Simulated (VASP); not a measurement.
Ni:

```
Ni
1.0
     0.00000    1.76987    1.76987
     1.76987    0.00000    1.76987
     1.76987    1.76987    0.00000
Ni
1
Direct
  0.00000 0.00000 0.00000
```

Base run:

| Property | Result |
| --- | --- |
| Program | VASP 6.6.1 |
| Functional | PBE |
| Potentials or basis | VASP PAW PBE potentials, release 64 (Ni) |
| Cutoff | 520 eV |
| k mesh | 12 × 12 × 12 |
| Occupations | fermi-dirac, width 0.05 eV |
| Spin | collinear spin, ferromagnetic start |
| Starting moments | [1.8] μB |
| Fixed moment | 1.8 μB |
| Hubbard terms | Ni d U = 6.2 eV |

Its results: pressure 11.4 GPa; site moments Ni +1.74 μB.

Problem. After a change of settings the same cell gave: pressure -14.5 GPa; site moments Ni +0.56 μB. Which change was it?
A. fixed moment from 1.8 μB to 1.54 μB; moments at the start from [1.8] to [1.54]
B. potentials or basis from VASP PAW PBE potentials, release 64 (Ni) to VASP PAW PBE potentials, release 64 (Ni_sv_GW); cutoff from 520 eV to 590 eV; further incar settings from ALGO = Normal; EDIFF = 1e-06; NBANDS = 15 to ALGO = Normal; EDIFF = 1e-06; NBANDS = 19; valence electrons from 10 to 18
C. fixed moment from 1.8 μB to 0.51 μB; moments at the start from [1.8] to [0.51]
D. fixed moment from 1.8 μB to none; moments at the start from [1.8] to [2.0]

Solution. C.

Caveats: the total moment is fixed, so each spin has its own Fermi level; the U is typed as a test and isn't derived for this compound.
